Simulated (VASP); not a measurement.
# Co (Fm-3m) in VASP: notebook

Runs on Co. Level: PBE. Tasks: single point.

Program: VASP 6.6.1. These are calculated values, not measurements. Logs are shortened: lines on timing, memory, paths and dates and some standing lists are left out, and cuts for length are marked.

## Step 1: The cell of the first run

The structure is cubic, space group Fm-3m (No. 225). The conventional cell has a = 3.513 Å, b = 3.513 Å, c = 3.513 Å, α = 90.00°, β = 90.00°, γ = 90.00°. Within 3.3 Å of Co (site symmetry m-3m) lie 12 Co at 2.48 Å.

## Step 2: Single point, PBE

The input, INCAR:

```
  PREC = Accurate
  ENCUT = 520
  EDIFF = 1E-7
  ISMEAR = -1
  SIGMA = 0.05
  LREAL = F
  LASPH = T
  NELM = 80
  ALGO = Normal
  ISIF = 2
  LWAVE = F
  LCHARG = F
  GGA = PE
  NBANDS = 10
```

The input, KPOINTS:

```
regular mesh
0
Gamma
  18 18 18
```

The input, POSCAR:

```
Co
1.0
    0.0000000000      1.7566572351      1.7566572351
    1.7566572351      0.0000000000      1.7566572351
    1.7566572351      1.7566572351      0.0000000000
Co
1
Direct
    0.0000000000      0.0000000000      0.0000000000
```

Potentials or basis: VASP PAW PBE potentials, release 64 (Co).

Started as:

```console
$ cat potpaw_PBE.64/Co/POTCAR > POTCAR
$ mpirun -np 1 vasp_std > vasp.out
```

OUTCAR:

```text
PREC = Accurate
   ENCUT = 520
   EDIFF = 1E-7
   ISMEAR = -1
   LREAL = F
   LASPH = T
   NELM = 80
   ISIF = 2
   GGA = PE

 ion  position               nearest neighbor table
   1  0.000  0.000  0.000-

  LATTYP: Found a face centered cubic cell.
 ALAT       =     3.5133144702

  Lattice vectors:

 A1 = (   0.0000000000,   1.7566572351,   1.7566572351)
 A2 = (   1.7566572351,   0.0000000000,   1.7566572351)
 A3 = (   1.7566572351,   1.7566572351,   0.0000000000)

Analysis of symmetry for initial positions (statically):
=====================================================================
 Subroutine PRICEL returns:
 Original cell was already a primitive cell.

 Routine SETGRP: Setting up the symmetry group for a
 face centered cubic supercell.

 Subroutine GETGRP returns: Found 48 space group operations
 (whereof 48 operations were pure point group operations)
 out of a pool of 48 trial point group operations.

The static configuration has the point symmetry O_h .

Analysis of symmetry for dynamics (positions and initial velocities):
=====================================================================
 Subroutine PRICEL returns:
 Original cell was already a primitive cell.

 Routine SETGRP: Setting up the symmetry group for a
 face centered cubic supercell.

 Subroutine GETGRP returns: Found 48 space group operations
 (whereof 48 operations were pure point group operations)
 out of a pool of 48 trial point group operations.

The dynamic configuration has the point symmetry O_h .

 Subroutine INISYM returns: Found 48 space group operations
 (whereof 48 operations are pure point group operations),
 and found     1 'primitive' translations

----------------------------------------------------------------------------------------

                                     Primitive cell

  volume of cell :      10.8415

  direct lattice vectors                    reciprocal lattice vectors
     0.000000000  1.756657235  1.756657235    -0.284631509  0.284631509  0.284631509
     1.756657235  0.000000000  1.756657235     0.284631509 -0.284631509  0.284631509
     1.756657235  1.756657235  0.000000000     0.284631509  0.284631509 -0.284631509

  length of vectors
     2.484288486  2.484288486  2.484288486     0.492996235  0.492996235  0.492996235

  position of ions in fractional coordinates (direct lattice)
     0.000000000  0.000000000  0.000000000

  ion indices of the primitive-cell ions
   primitive index   ion index
                 1           1

----------------------------------------------------------------------------------------

 KPOINTS: regular mesh

Automatic generation of k-mesh.
 Grid dimensions read from file:
 generate k-points for:   18   18   18

 Generating k-lattice:

  Cartesian coordinates                     Fractional coordinates (reciprocal lattice)
    -0.015812862  0.015812862  0.015812862     0.055555556  0.000000000  0.000000000
     0.015812862 -0.015812862  0.015812862     0.000000000  0.055555556  0.000000000
     0.015812862  0.015812862 -0.015812862     0.000000000  0.000000000  0.055555556

  Length of vectors
     0.027388680  0.027388680  0.027388680

  Shift w.r.t. Gamma in fractional coordinates (k-lattice)
     0.000000000  0.000000000  0.000000000

 Subroutine IBZKPT returns following result:
 ===========================================

 Found    195 irreducible k-points:

 Following reciprocal coordinates:
            Coordinates               Weight
  0.000000  0.000000  0.000000      1.000000
  0.055556  0.000000  0.000000      8.000000
  0.111111  0.000000  0.000000      8.000000
  0.166667  0.000000  0.000000      8.000000
  0.222222  0.000000  0.000000      8.000000
  0.277778  0.000000  0.000000      8.000000
[... 16 lines left out ...]
 -0.277778  0.055556  0.000000     24.000000
 -0.222222  0.055556  0.000000     24.000000
 [... further k-points ...]
   k-points           NKPTS =    195   k-points in BZ     NKDIM =    195   number of bands    NBANDS=     10
   number of dos      NEDOS =    301   number of ions     NIONS =      1
   total plane-waves  NPLWV =   5832
   dimension x,y,z NGX =    18 NGY =   18 NGZ =   18
   dimension x,y,z NGXF=    36 NGYF=   36 NGZF=   36
   ions per type =               1
   NGX,Y,Z   is equivalent  to a cutoff of  12.05, 12.05, 12.05 a.u.
   NGXF,Y,Z  is equivalent  to a cutoff of  24.09, 24.09, 24.09 a.u.
 SYSTEM =  unknown system
   PREC   = accura    normal or accurate (medium, high low for compatibility)
   ISTART =      0    job   : 0-new  1-cont  2-samecut
   ICHARG =      2    charge: 1-file 2-atom 10-const
   ISPIN  =      1    spin polarized calculation?
   LNONCOLLINEAR =      F non collinear calculations
   LSORBIT =      F    spin-orbit coupling
   LASPH  =      T    aspherical Exc in radial PAW
   ENCUT  =  520.0 eV  38.22 Ry    6.18 a.u.   4.62  4.62  4.62*2*pi/ulx,y,z
   NELM   =     80;   NELMIN=  2; NELMDL= -5     # of ELM steps
   EDIFF  = 0.1E-06   stopping-criterion for ELM
   LREAL  =      F    real-space projection
   EDIFFG = 0.1E-05   stopping-criterion for IOM
   NSW    =      0    number of steps for IOM
   IBRION =     -1    ionic relax: 0-MD 1-quasi-New 2-CG
   NFREE  =      0    steps in history (QN), initial steepest desc. (CG)
   ISIF   =      2    stress and relaxation
   ISYM   =      2    0-nonsym 1-usesym 2-fastsym
   POTIM  = 0.5000    time-step for ionic-motion
   TEBEG  =    0.0;   TEEND  =   0.0 temperature during run
   PSTRESS=    0.0 pullay stress
   NELECT =       9.0000    total number of electrons
   NUPDOWN=      -1.0000    fix difference up-down
   EMIN   =  10.00;   EMAX   =-10.00  energy-range for DOS
   EFERMI =   0.00;   METHOD = LEGACY
   ISMEAR =    -1;   SIGMA  =   0.05  broadening in eV -4-tet -1-fermi 0-gaus
   EFERMI_NEDOS =   21; number of points for ismear=-14 and -15
   IALGO  =     38    algorithm
   IMIX   =      4    mixing-type and parameters
     AMIX     =   0.40;   BMIX     =  1.00
     AMIX_MAG =   1.60;   BMIX_MAG =  1.00
  volume/ion in A,a.u.               =      10.84        73.16
  Fermi-wavevector in a.u.,A,eV,Ry     =   1.538599  2.907530 32.208873  2.367285
  Thomas-Fermi vector in A             =   2.644944
   LORBIT       =      0    0 simple, 1 ext, 2 COOP (PROOUT), +10 PAW based schemes
   GGA     = PE    functional components
   LHFCALC =     F    Hartree Fock is set to
   AEXX    =    0.0000 exact exchange contribution
   IVDW    =     0    specifies the selected vdW correction
   LEPSILON=     F    determine dielectric tensor
   LRPA    =     F    only Hartree local field effects (RPA)
 non-spin polarized calculation
  energy-cutoff  :      520.00
  volume of cell :       10.84
 maximum number of plane-waves:       303
   NGX =  9   NGY =  9   NGZ =  9

 number of electron       9.0000000 magnetization

 Free energy of the ion-electron system (eV)
  ---------------------------------------------------
  ext. energy  EPLUGINS =         0.00000000
  ---------------------------------------------------
  free energy    TOTEN  =        -6.82776654 eV

  energy without entropy =       -6.80813446  energy(sigma->0) =       -6.81795050

 E-fermi :  10.1044     XC(G=0): -13.4268

 val. band max:       10.1006613880   @ k =  -0.3333   0.3333   0.0000
 cond. band min:      10.1059720245   @ k =   0.5000   0.3889   0.0556
 fundamental gap:      0.0053106365
 Fermi energy:        10.1044429386

 k-point     1 :       0.0000    0.0000    0.0000
  band No.  band energies     occupation
      1       1.3409      2.00000
      2       8.3184      2.00000
      3       8.3184      2.00000
      4       8.3184      2.00000
      5       9.5698      1.99995
      6       9.5698      1.99995
      7      33.2297      0.00000
      8      37.8357      0.00000
      9      37.8357      0.00000
     10      37.8357      0.00000

 k-point     2 :       0.0556    0.0000    0.0000
  band No.  band energies     occupation
      1       1.4641      2.00000
      2       8.2797      2.00000
      3       8.3497      2.00000
      4       8.3497      2.00000
      5       9.5555      1.99997
      6       9.5555      1.99997
      7      32.9986      0.00000
      8      36.3069      0.00000
      9      37.6237      0.00000
     10      37.6237      0.00000

 k-point     3 :       0.1111    0.0000    0.0000
  band No.  band energies     occupation
      1       1.8276      2.00000
      2       8.1745      2.00000
      3       8.4309      2.00000
      4       8.4309      2.00000
      5       9.5254      1.99998
      6       9.5254      1.99998
      7      31.7001      0.00000
      8      34.7640      0.00000
      9      37.1732      0.00000
     10      37.1732      0.00000

 k-point     4 :       0.1667    0.0000    0.0000
  band No.  band energies     occupation
      1       2.4111      2.00000
      2       8.0352      2.00000
      3       8.5209      2.00000
      4       8.5209      2.00000
      5       9.5199      1.99998
      6       9.5199      1.99998
      7      29.2369      0.00000
      8      34.2077      0.00000
      9      36.7024      0.00000
     10      36.7024      0.00000
[... 222 lines left out ...]
 k-point    22 :      -0.3333    0.0556    0.0000
  band No.  band energies     occupation
      1       5.0727      2.00000
      2       8.2209      2.00000
      3       8.3647      2.00000
      4       8.4409      2.00000
      5       9.9431      1.92367
      6      10.3577      0.01255
      7      20.7365      0.00000
      8      31.6320      0.00000
      9      34.4983      0.00000
     10      37.0082      0.00000

 k-point    23 :      -0.2778    0.0556    0.0000
  band No.  band energies     occupation
      1       4.3857      2.00000
      2       7.8901      2.00000
      3       8.4650      2.00000
      4       8.5356      2.00000
      5       9.6873      1.99952
      6      10.0822      1.21836
      7      23.1309      0.00000
      8      31.9256      0.00000
      9      35.0248      0.00000
     10      37.8069      0.00000

 k-point    24 :      -0.2222    0.0556    0.0000
  band No.  band energies     occupation
      1       3.5470      2.00000
      2       7.8438      2.00000
      3       8.5422      2.00000
      4       8.6035      2.00000
      5       9.4758      1.99999
      6       9.8452      1.98886
      7      25.7233      0.00000
      8      32.3011      0.00000
      9      35.6453      0.00000
     10      38.0809      0.00000

 [... further k-points ...]
[... 5 lines left out ...]
  --------------------------------------------------------------------------------------
  -------------------------------------------------------------------------------------
  Total       -0.8079413     -0.8079413     -0.8079413      0.0000000      0.0000000     -0.0000000
  in kB     -119.3986233   -119.3986233   -119.3986233      0.0000000      0.0000000     -0.0000000
  external PRESSURE =    -119.3986233 kB  Pullay stress =       0.0000000 kB

 VOLUME and BASIS-vectors are now :
 -----------------------------------------------------------------------------
  energy-cutoff  :      520.00
  volume of cell :       10.84
      direct lattice vectors                 reciprocal lattice vectors
     0.000000000  1.756657235  1.756657235    -0.284631509  0.284631509  0.284631509
     1.756657235  0.000000000  1.756657235     0.284631509 -0.284631509  0.284631509
     1.756657235  1.756657235  0.000000000     0.284631509  0.284631509 -0.284631509

 POSITION                                       TOTAL-FORCE (eV/Angst)
 -----------------------------------------------------------------------------------
      0.00000      0.00000      0.00000         0.000000      0.000000      0.000000
 -----------------------------------------------------------------------------------
    total drift:                                0.000000     -0.000000     -0.000000

  FREE ENERGIE OF THE ION-ELECTRON SYSTEM (eV)
  ---------------------------------------------------
  free  energy   TOTEN  =        -6.8277665397 eV

  energy  without entropy=       -6.8081344599  energy(sigma->0) =       -6.81795050
```

It took 10 s on 1 thread of Intel Xeon 6975P-C (Granite Rapids), shared host; peak memory 0.13 GiB.

Results:

| Quantity | Value |
| --- | --- |
| Free energy | -6.8278 eV |
| Pressure | -11.9 GPa |

Caveat: the run has no spin polarisation, though such a crystal can be magnetic. Spin polarisation is off, so any magnetic state and its effect on volume and gap are missing.

## Step 3: Single point, PBE, collinear spin, ferromagnetic start

The input, INCAR:

```
PREC = Accurate
ENCUT = 520
EDIFF = 1E-6
ISMEAR = -1
SIGMA = 0.05
LREAL = False
LASPH = True
NELM = 150
ALGO = Normal
ISIF = 2
LWAVE = False
LCHARG = False
ISPIN = 2
MAGMOM = 2
LORBIT = 11
LMAXMIX = 4
GGA = PE
NBANDS = 14
```

KPOINTS is that of step 2.

POSCAR is that of step 2.

Potentials or basis: VASP PAW PBE potentials, release 64 (Co).

Started as:

```console
$ cat potpaw_PBE.64/Co/POTCAR > POTCAR
$ mpirun -np 1 vasp_std > vasp.out
```

It took 29 s on 1 thread of Intel Xeon 6975P-C (Granite Rapids), shared host; peak memory 0.15 GiB.

The run converged. Its results:

```
Free energy                                           : -7.0245 eV
Pressure                                              : 0.4 GPa
Net moment                                            : 1.63 μB per cell
Site moments                                          : Co +1.64 μB
Valence electrons inside the program's atomic spheres : Co 8.27
```

Levels at points of the mesh, in eV from the Fermi level:
Spin up:
| k point | band 2 | band 3 | band 4 | band 5 | band 6 | band 7 | band 8 | band 9 |
| --- | --- | --- | --- | --- | --- | --- | --- | --- |
| (0.00, 0.00, 0.00) | -2.72 | -2.72 | -2.72 | -1.68 | -1.68 | 23.04 | 27.39 | 27.39 |
| (0.50, 0.00, 0.00) | -2.85 | -2.85 | -0.78 | -0.78 | -0.30 | 6.13 | 21.60 | 24.91 |
| (0.50, 0.50, 0.00) | -4.67 | -0.89 | -0.52 | -0.52 | 2.51 | 9.58 | 14.89 | 14.89 |
Spin down:
```
           k point  band 1  band 2  band 3  band 4  band 5  band 6  band 7  band 8  band 9
(0.00, 0.00, 0.00)   -9.01   -1.16   -1.16   -1.16    0.29    0.29   22.72   27.55   27.55
(0.50, 0.00, 0.00)   -4.31   -1.17   -1.17   -0.34    1.12    1.12    7.13   21.30   25.22
(0.50, 0.50, 0.00)   -4.12   -3.41    1.17    1.29    1.29    2.52   10.48   15.06   15.06
```
